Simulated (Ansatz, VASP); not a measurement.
**Au in VASP and in Ansatz**

POSCAR

```
Au
1.0
   -1.6572690000      1.6572690000      1.6324099650
    1.6572690000     -1.6572690000      1.6324099650
    1.6572690000      1.6572690000     -1.6324099650
Au
1
Direct
    0.0000000000      0.0000000000      0.0000000000
```

Contents of INCAR.step1:

```
SYSTEM = Au
PREC     = Accurate       ! precision mode
ENCUT    = 520            ! plane-wave cutoff, eV
ISMEAR   = 0              ! smearing method
SIGMA    = 0.15           ! smearing width, eV
LREAL    = .FALSE.        ! projectors in reciprocal space
LASPH    = .TRUE.         ! aspherical terms in the spheres
NELM     = 100            ! most SCF steps
NBANDS   = 12             ! bands
GGA      = PE             ! functional
ALGO     = Normal         ! electronic algorithm
EDIFF    = 1E-4           ! SCF threshold, eV
LWAVE    = .TRUE.         ! write WAVECAR
LCHARG   = .FALSE.        ! write CHGCAR
```

The input INCAR.step2:

```
SYSTEM = Au
PREC     = Accurate       ! precision mode
ENCUT    = 520            ! plane-wave cutoff, eV
EDIFF    = 1E-6           ! SCF threshold, eV
ISMEAR   = 0              ! smearing method
SIGMA    = 0.15           ! smearing width, eV
LREAL    = .FALSE.        ! projectors in reciprocal space
LASPH    = .TRUE.         ! aspherical terms in the spheres
NELM     = 100            ! most SCF steps
ALGO     = Normal         ! electronic algorithm
ISIF     = 2              ! what is computed and relaxed
LWAVE    = .FALSE.        ! write WAVECAR
LCHARG   = .TRUE.         ! write CHGCAR
METAGGA  = R2SCAN         ! meta-GGA
LMIXTAU  = .TRUE.       
LELF     = .TRUE.         ! ELF
LVHAR    = .TRUE.       
NBANDS   = 12             ! bands
ISTART   = 1
```

Contents of KPOINTS:

```
Automatic mesh
0
G
  20 20 20
  0 0 0
```

Input for Ansatz:

```yaml
crystal:
  lattice:
    - [-1.657269, 1.657269, 1.632409965]
    - [1.657269, -1.657269, 1.632409965]
    - [1.657269, 1.657269, -1.632409965]
  atoms:
    - { symbol: Au, position: [0.0, 0.0, 0.0] }
basis:
  ecutwfc: 500
kpoints:
  mp_grid: { grid: [20, 20, 20] }
hamiltonian:
  xc: r2scan
scf:
  occupations: { method: gaussian, width: 0.15 }
output:
  forces: true
  stress: true
  eigenvalues: true
```

Change from the starting cell: strain +0.000 along x and y, -0.015 along z, atoms carried along.

Alike in both runs: task single point; functional r2SCAN; k mesh 20 × 20 × 20; occupations gaussian, width 0.15 eV; no spin polarisation.

|  | VASP | Ansatz |
| --- | --- | --- |
| version | VASP 6.6.1 | Ansatz 0.2.0 |
| potentials or method | VASP PAW PBE potentials, release 64 (Au), cutoff 520 eV | scalar-relativistic, plane waves, PAW |
| valence electrons in the cell | 11 | 19 |

```tsv
	VASP	Ansatz	Ansatz less VASP
gap on the k mesh at the Fermi level (eV)	none	none	-
pressure (GPa)	-2.6	-2.8	-0.24
```

VASP's potentials were made for PBE, not for r2SCAN. A gap of «none» marks a metal or a gap that the smearing closes. With one functional, cell and mesh, what is left measures potentials, basis and numerics. VASP's potentials hold 11 valence electrons a cell and Ansatz's 19, so a difference there can come from the potentials and not from the codes.

Spin-orbit coupling is off throughout.
